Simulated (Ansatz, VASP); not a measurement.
**AlNi3 in VASP and in Ansatz**

```
Al Ni
1.0
     0.00000    2.74608    2.79841
     2.85074    0.00000    2.79841
     2.85074    2.74608    0.00000
Al Ni
1 3
Cartesian
  2.8507 2.7461 2.7984
  1.4254 1.3730 1.3992
  0.0000 0.0000 0.0000
  4.2761 4.1191 4.1976
```

Change from the starting cell: strain +0.0187 x Voigt [1, -1, 0, 0, 0, 0], atoms carried along.

Alike in both runs: task single point; functional PBEsol; k mesh 14 × 14 × 14; occupations gaussian, width 0.15 eV; no spin polarisation.

|  | VASP | Ansatz |
| --- | --- | --- |
| version | VASP 6.6.1 | Ansatz 0.2.0 |
| potentials or method | VASP PAW PBE potentials, release 64 (Al, Ni), cutoff 520 eV | scalar-relativistic, plane waves, PAW |
| valence electrons in the cell | 33 | 57 |

Ansatz gave:

- gap on the k mesh at the Fermi level (eV): none
- pressure (GPa): 0.1
- traceless stress, the component that is largest in VASP (GPa): 0.56

Question: Which values does VASP return?

Answer: gap on the k mesh at the Fermi level (eV): none; pressure (GPa): 0.2; traceless stress, the component that is largest in VASP (GPa): 0.52.

VASP's potentials were made for PBE, not for PBEsol. A gap of «none» marks a metal or a gap that the smearing closes. With one functional, cell and mesh, what is left measures potentials, basis and numerics. VASP's potentials hold 33 valence electrons a cell and Ansatz's 57, so a difference there can come from the potentials and not from the codes.
